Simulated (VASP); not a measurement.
# MgCdRe6H2 (R-3) in VASP: single point with PBEsol

Aim: the single point of MgCdRe6H2 with PBEsol.

All numbers are computed with VASP 6.6.1; they aren't measurements. Logs are shortened: lines on timing, memory, paths and dates and some standing lists are left out, and cuts for length are marked.

## (1) The cell of the first run

Symmetry: R-3, No. 148, trigonal system. The conventional cell has a = 5.346 Å, b = 5.346 Å, c = 17.504 Å, α = 90.00°, β = 90.00°, γ = 120.00°. Within 2.6 Å of Cd (site symmetry -3) lie 6 Re at 1.93 Å. Mg (site symmetry -3) has 6 Re at 2.42 Å within 3.2 Å. Within 3.8 Å of H (site symmetry 3) lie 12 Re at 2.74 to 3.71 Å and 3 Mg at 3.37 Å and 3 Cd at 3.46 Å. Within 2.6 Å of Re (site symmetry 1) lie 1 Cd at 1.93 Å and 1 Mg at 2.42 Å and 4 Re at 2.43 to 2.54 Å.

## (2) Single point, PBEsol

INCAR

```
  PREC = Accurate
  ENCUT = 600
  EDIFF = 1E-6
  ISMEAR = 0
  SIGMA = 0.1337
  LREAL = F
  LASPH = T
  NELM = 120
  ALGO = Normal
  ISIF = 2
  LWAVE = F
  LCHARG = T
  GGA = PS
  LELF = T
  LVHAR = T
  NBANDS = 40
  GGA_COMPAT = F
```

KPOINTS

```
Automatic mesh
0
Gamma
  4 4 4
```

POSCAR

```
MgCdRe6H2
1.0
    2.6729660000      4.6297090000      0.0000000000
   -2.6729660000      4.6297090000      0.0000000000
    0.0000000000     -3.0864730000      5.8346090000
Cd Mg H Re
1 1 2 6
Direct
    0.0000000000      0.0000000000      0.0000000000
    0.5000000000      0.5000000000      0.5000000000
    0.2435000000      0.2435000000      0.7305000000
    0.7565000000      0.7565000000      0.2695000000
    0.7618000000      0.7662000000      0.8367000000
    0.3087000000      0.7618000000      0.8367000000
    0.7662000000      0.3087000000      0.8367000000
    0.2382000000      0.2338000000      0.1633000000
    0.6913000000      0.2382000000      0.1633000000
    0.2338000000      0.6913000000      0.1633000000
```

Potentials or basis: VASP PAW PBE potentials, release 64 (Cd, Mg, H, Re).

On the command line:

```bash
$ cat potpaw_PBE.64/Cd/POTCAR potpaw_PBE.64/Mg/POTCAR potpaw_PBE.64/H/POTCAR potpaw_PBE.64/Re/POTCAR > POTCAR
$ mpirun -np 1 vasp_std > vasp.out
```

OUTCAR:

```text
PREC = Accurate
   ENCUT = 600
   EDIFF = 1E-6
   ISMEAR = 0
   LREAL = F
   LASPH = T
   NELM = 120
   ISIF = 2
   GGA = PS

 ion  position               nearest neighbor table
   1  0.000  0.000  0.000-   5 1.93   8 1.93   7 1.93  10 1.93   9 1.93   6 1.93
   2  0.500  0.500  0.500-   5 2.42   8 2.42   6 2.42   9 2.42   7 2.42  10 2.42
   3  0.243  0.243  0.730-
   4  0.757  0.757  0.270-
   5  0.762  0.766  0.837-   1 1.93   2 2.42   6 2.43   7 2.43   9 2.54  10 2.54   7 2.91   6 2.91

   6  0.309  0.762  0.837-   1 1.93   2 2.42   5 2.43   7 2.43  10 2.54   8 2.54   5 2.91   7 2.91

   7  0.766  0.309  0.837-   1 1.93   2 2.42   5 2.43   6 2.43   9 2.54   8 2.54   5 2.91   6 2.91

   8  0.238  0.234  0.163-   1 1.93   2 2.42   9 2.43  10 2.43   6 2.54   7 2.54  10 2.91   9 2.91

   9  0.691  0.238  0.163-   1 1.93   2 2.42   8 2.43  10 2.43   7 2.54   5 2.54   8 2.91  10 2.91

  10  0.234  0.691  0.163-   1 1.93   2 2.42   8 2.43   9 2.43   6 2.54   5 2.54   8 2.91   9 2.91

  LATTYP: Found a trigonal (rhomboedric) cell.
 ALAT       =     6.6006807809
 COS(alpha) =     0.6720260090

  Lattice vectors:

 A1 = (   2.6729660000,   1.5432360000,   5.8346090000)
 A2 = (  -2.6729660000,   1.5432360000,   5.8346090000)
 A3 = (   0.0000000000,  -3.0864730000,   5.8346090000)

Analysis of symmetry for initial positions (statically):
=====================================================================
 Subroutine PRICEL returns:
 Original cell was already a primitive cell.

 Routine SETGRP: Setting up the symmetry group for a
 trigonal (rhombohedral) supercell.

 Subroutine GETGRP returns: Found  6 space group operations
 (whereof  6 operations were pure point group operations)
 out of a pool of 12 trial point group operations.

The static configuration has the point symmetry S_6 .

Analysis of symmetry for dynamics (positions and initial velocities):
=====================================================================
 Subroutine PRICEL returns:
 Original cell was already a primitive cell.

 Routine SETGRP: Setting up the symmetry group for a
 trigonal (rhombohedral) supercell.

 Subroutine GETGRP returns: Found  6 space group operations
 (whereof  6 operations were pure point group operations)
 out of a pool of 12 trial point group operations.

The dynamic configuration has the point symmetry S_6 .

 Subroutine INISYM returns: Found  6 space group operations
 (whereof  6 operations are pure point group operations),
 and found     1 'primitive' translations

----------------------------------------------------------------------------------------

                                     Primitive cell

  volume of cell :     144.4072

  direct lattice vectors                    reciprocal lattice vectors
     2.672966000  4.629709000  0.000000000     0.187058122  0.107998148  0.057130370
    -2.672966000  4.629709000  0.000000000    -0.187058122  0.107998148  0.057130370
     0.000000000 -3.086473000  5.834609000     0.000000000  0.000000000  0.171391091

  length of vectors
     5.345928606  5.345928606  6.600680098     0.223423858  0.223423858  0.171391091

  position of ions in fractional coordinates (direct lattice)
     0.000000000  0.000000000  0.000000000
     0.500000000  0.500000000  0.500000000
     0.243500000  0.243500000  0.730500000
     0.756500000  0.756500000  0.269500000
     0.761800000  0.766200000  0.836700000
     0.308700000  0.761800000  0.836700000
     0.766200000  0.308700000  0.836700000
     0.238200000  0.233800000  0.163300000
     0.691300000  0.238200000  0.163300000
     0.233800000  0.691300000  0.163300000

  ion indices of the primitive-cell ions
   primitive index   ion index
                 1           1
                 2           2
                 3           3
                 4           4
                 5           5
                 6           6
                 7           7
                 8           8
                 9           9
                10          10

----------------------------------------------------------------------------------------

 KPOINTS: Automatic mesh

Automatic generation of k-mesh.
 Grid dimensions read from file:
 generate k-points for:    4    4    4

 Generating k-lattice:

  Cartesian coordinates                     Fractional coordinates (reciprocal lattice)
     0.046764530  0.026999537  0.014282592     0.250000000 -0.000000000  0.000000000
    -0.046764530  0.026999537  0.014282592    -0.000000000  0.250000000  0.000000000
     0.000000000  0.000000000  0.042847773     0.000000000  0.000000000  0.250000000

  Length of vectors
     0.055855964  0.055855964  0.042847773

  Shift w.r.t. Gamma in fractional coordinates (k-lattice)
     0.000000000  0.000000000  0.000000000

 Subroutine IBZKPT returns following result:
 ===========================================

 Found     14 irreducible k-points:

 Following reciprocal coordinates:
            Coordinates               Weight
  0.000000  0.000000  0.000000      1.000000
  0.250000 -0.000000  0.000000      6.000000
  0.500000 -0.000000  0.000000      3.000000
  0.250000  0.250000  0.000000      6.000000
  0.500000  0.250000  0.000000      6.000000
 -0.250000  0.250000 -0.250000      6.000000
 -0.250000  0.250000  0.000000      6.000000
  0.500000  0.500000  0.000000      3.000000
  0.000000  0.000000  0.250000      2.000000
  0.250000 -0.000000  0.250000      6.000000
  0.500000 -0.000000  0.250000      6.000000
  0.250000  0.250000  0.250000      6.000000
  0.500000  0.250000  0.250000      6.000000
  0.000000  0.000000  0.500000      1.000000
   k-points           NKPTS =     14   k-points in BZ     NKDIM =     14   number of bands    NBANDS=     40
   number of dos      NEDOS =    301   number of ions     NIONS =     10
   total plane-waves  NPLWV = 124416
   dimension x,y,z NGX =    48 NGY =   48 NGZ =   54
   dimension x,y,z NGXF=    96 NGYF=   96 NGZF=  108
   ions per type =               1   1   2   6
   NGX,Y,Z   is equivalent  to a cutoff of  14.93, 14.93, 13.60 a.u.
   NGXF,Y,Z  is equivalent  to a cutoff of  29.85, 29.85, 27.20 a.u.
 SYSTEM =  unknown system
   PREC   = accura    normal or accurate (medium, high low for compatibility)
   ISTART =      0    job   : 0-new  1-cont  2-samecut
   ICHARG =      2    charge: 1-file 2-atom 10-const
   ISPIN  =      1    spin polarized calculation?
   LNONCOLLINEAR =      F non collinear calculations
   LSORBIT =      F    spin-orbit coupling
   LASPH  =      T    aspherical Exc in radial PAW
   ENCUT  =  600.0 eV  44.10 Ry    6.64 a.u.  10.68 10.68 13.18*2*pi/ulx,y,z
   NELM   =    120;   NELMIN=  2; NELMDL= -5     # of ELM steps
   EDIFF  = 0.1E-05   stopping-criterion for ELM
   LREAL  =      F    real-space projection
   EDIFFG = 0.1E-04   stopping-criterion for IOM
   NSW    =      0    number of steps for IOM
   IBRION =     -1    ionic relax: 0-MD 1-quasi-New 2-CG
   NFREE  =      0    steps in history (QN), initial steepest desc. (CG)
   ISIF   =      2    stress and relaxation
   ISYM   =      2    0-nonsym 1-usesym 2-fastsym
   POTIM  = 0.5000    time-step for ionic-motion
   TEBEG  =    0.0;   TEEND  =   0.0 temperature during run
   PSTRESS=    0.0 pullay stress
   NELECT =      58.0000    total number of electrons
   NUPDOWN=      -1.0000    fix difference up-down
   EMIN   =  10.00;   EMAX   =-10.00  energy-range for DOS
   EFERMI =   0.00;   METHOD = LEGACY
   ISMEAR =     0;   SIGMA  =   0.13  broadening in eV -4-tet -1-fermi 0-gaus
   EFERMI_NEDOS =   21; number of points for ismear=-14 and -15
   IALGO  =     38    algorithm
   IMIX   =      4    mixing-type and parameters
     AMIX     =   0.40;   BMIX     =  1.00
     AMIX_MAG =   1.60;   BMIX_MAG =  1.00
  volume/ion in A,a.u.               =      14.44        97.45
  Fermi-wavevector in a.u.,A,eV,Ry     =   1.207873  2.282549 19.850311  1.458957
  Thomas-Fermi vector in A             =   2.343498
   LORBIT       =      0    0 simple, 1 ext, 2 COOP (PROOUT), +10 PAW based schemes
   GGA     = PS    functional components
   LHFCALC =     F    Hartree Fock is set to
   AEXX    =    0.0000 exact exchange contribution
   IVDW    =     0    specifies the selected vdW correction
   LEPSILON=     F    determine dielectric tensor
   LRPA    =     F    only Hartree local field effects (RPA)
 non-spin polarized calculation
 Gauss-broadening in eV      SIGMA  =   0.13
  energy-cutoff  :      600.00
  volume of cell :      144.41
 maximum number of plane-waves:      4890
 NGX is ok and might be reduce to    48
   NGX = 21   NGY = 21   NGZ = 27

 number of electron      57.9999999 magnetization

 Free energy of the ion-electron system (eV)
  ---------------------------------------------------
  ext. energy  EPLUGINS =         0.00000000
  ---------------------------------------------------
  free energy    TOTEN  =       -30.83980867 eV

  energy without entropy =      -30.78104958  energy(sigma->0) =      -30.81042912

 E-fermi :   5.2963     XC(G=0): -11.8159

 val. band max:        5.2791420233   @ k =   0.0000   0.0000   0.2500
 cond. band min:       5.2963732796   @ k =   0.5000  -0.0000   0.2500
 fundamental gap:      0.0172312563
 Fermi energy:         5.2962909606

 k-point     1 :       0.0000    0.0000    0.0000
  band No.  band energies     occupation
      1     -11.5365      2.00000
      2     -11.5365      2.00000
      3     -10.9453      2.00000
      4     -10.9453      2.00000
      5     -10.8526      2.00000
      6      -5.2595      2.00000
[... 32 lines left out ...]
     39       8.8941      0.00000
     40       8.9715      0.00000

 k-point     2 :       0.2500   -0.0000    0.0000
  band No.  band energies     occupation
      1     -11.5931      2.00000
      2     -11.5215      2.00000
      3     -11.0845      2.00000
      4     -10.9060      2.00000
      5     -10.8108      2.00000
      6      -4.5309      2.00000
[... 509 lines left out ...]
  band No.  band energies     occupation
      1     -11.5356      2.00000
      2     -11.5356      2.00000
      3     -10.9449      2.00000
      4     -10.9449      2.00000
      5     -10.8443      2.00000
      6      -4.9935      2.00000
[... 32 lines left out ...]
     39       9.2640      0.00000
     40       9.4461      0.00000

------------------------ aborting loop because EDIFF is reached ----------------------------------------

  FORCE on cell =-STRESS in cart. coord.  units (eV):
  Direction    XX          YY          ZZ          XY          YZ          ZX
  --------------------------------------------------------------------------------------
  -------------------------------------------------------------------------------------
  Total      129.3247985    129.3245796     99.7226325      0.0000001     -0.0000057      0.0000000
  in kB     1434.8401168   1434.8376877   1106.4083252      0.0000008     -0.0000632      0.0000000
  external PRESSURE =    1325.3620433 kB  Pullay stress =       0.0000000 kB

 VOLUME and BASIS-vectors are now :
 -----------------------------------------------------------------------------
  energy-cutoff  :      600.00
  volume of cell :      144.41
      direct lattice vectors                 reciprocal lattice vectors
     2.672966000  4.629709000  0.000000000     0.187058122  0.107998148  0.057130370
    -2.672966000  4.629709000  0.000000000    -0.187058122  0.107998148  0.057130370
     0.000000000 -3.086473000  5.834609000     0.000000000  0.000000000  0.171391091

 POSITION                                       TOTAL-FORCE (eV/Angst)
 -----------------------------------------------------------------------------------
      0.00000      0.00000      0.00000         0.000000      0.000000     -0.000000
      0.00000      3.08647      2.91730        -0.000000      0.000000     -0.000000
      0.00000     -0.00000      4.26218         0.000000     -0.000000      0.103503
      0.00000      6.17295      1.57243         0.000000      0.000000     -0.103503
     -0.01176      4.49174      4.88182        -0.213409    -19.300788    -12.101630
     -1.21112      2.37365      4.88182        16.821692      9.465578    -12.101630
      1.22288      2.39402      4.88182       -16.608283      9.835213    -12.101630
      0.01176      1.68120      0.95279         0.213409     19.300788     12.101630
      1.21112      3.79929      0.95279       -16.821692     -9.465578     12.101630
     -1.22288      3.77892      0.95279        16.608283     -9.835213     12.101630
 -----------------------------------------------------------------------------------
    total drift:                                0.000000      0.000000      0.000000

  FREE ENERGIE OF THE ION-ELECTRON SYSTEM (eV)
  ---------------------------------------------------
  free  energy   TOTEN  =       -30.8398086728 eV

  energy  without entropy=      -30.7810495757  energy(sigma->0) =      -30.81042912
```

Run time: 2.6 min. Hardware: 1 thread of Intel Xeon Platinum 8375C at 2.90GHz (Ice Lake), shared host; peak memory 0.41 GiB.

What came out:

```yaml
Free_energy: -30.8398 eV
Pressure: 132.5 GPa
Largest_force: 22.782 eV/Å
Band_gap_on_the_k_mesh: zero (bands 29 and 30 overlap by 1.07 eV)
```

Forces on the atoms (eV/Å):
```
Cd    0.000   0.000   0.000
Mg    0.000   0.000   0.000
H     0.000   0.000   0.104
H     0.000   0.000  -0.104
Re   -0.213 -19.301 -12.102
Re   16.822   9.466 -12.102
Re  -16.608   9.835 -12.102
Re    0.213  19.301  12.102
Re  -16.822  -9.466  12.102
Re   16.608  -9.835  12.102
```

Caveat: atoms lie so close that the PAW spheres overlap strongly, which falsifies energies and pressures; the cell stands under pressure; the PAW data sets were made with another functional, which shifts forces and pressure a little; spin-orbit coupling is left out, which moves the levels of the heavy elements.
